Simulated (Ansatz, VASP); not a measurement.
**Zr2HS4: VASP beside Ansatz**

```
S Zr H
1.0
     7.29768    0.00000    0.00000
    -3.64884    6.31997    0.00000
     0.00000    0.00000   20.91715
S Zr H
8 4 2
Direct
  0.33333 0.16667 0.19123
  0.33333 0.66667 0.19123
  0.83333 0.16667 0.19123
  0.83333 0.66667 0.19123
  0.16667 0.33333 0.33069
  0.16667 0.83333 0.33069
  0.66667 0.33333 0.33069
  0.66667 0.83333 0.33069
  0.00000 0.00000 0.26096
  0.00000 0.50000 0.26096
  0.50000 0.00000 0.26096
  0.50000 0.50000 0.26096
  0.38031 0.76063 0.36750
  0.45302 0.90604 0.36750
```

Alike in both runs: task single point; functional PBE; dispersion D3(BJ); k mesh 6 × 6 × 1; occupations gaussian, width 0.05 eV; no spin polarisation.

```csv
,VASP,Ansatz
version,VASP 6.6.1,Ansatz 0.2.0
potentials or method,"VASP PAW PBE potentials, release 64 (S, Zr_sv, H), cutoff 400 eV","scalar-relativistic, plane waves, PAW"
valence electrons in the cell,98,98
```

VASP gave:

- gap on the k mesh at the Fermi level (eV): 0.54
- least direct gap on the mesh (eV): 0.73
- rms of the force components (eV/Å): 0.818

Q: What did Ansatz give for the same quantities?

A: gap on the k mesh at the Fermi level (eV): 0.54; least direct gap on the mesh (eV): 0.73; rms of the force components (eV/Å): 0.823.
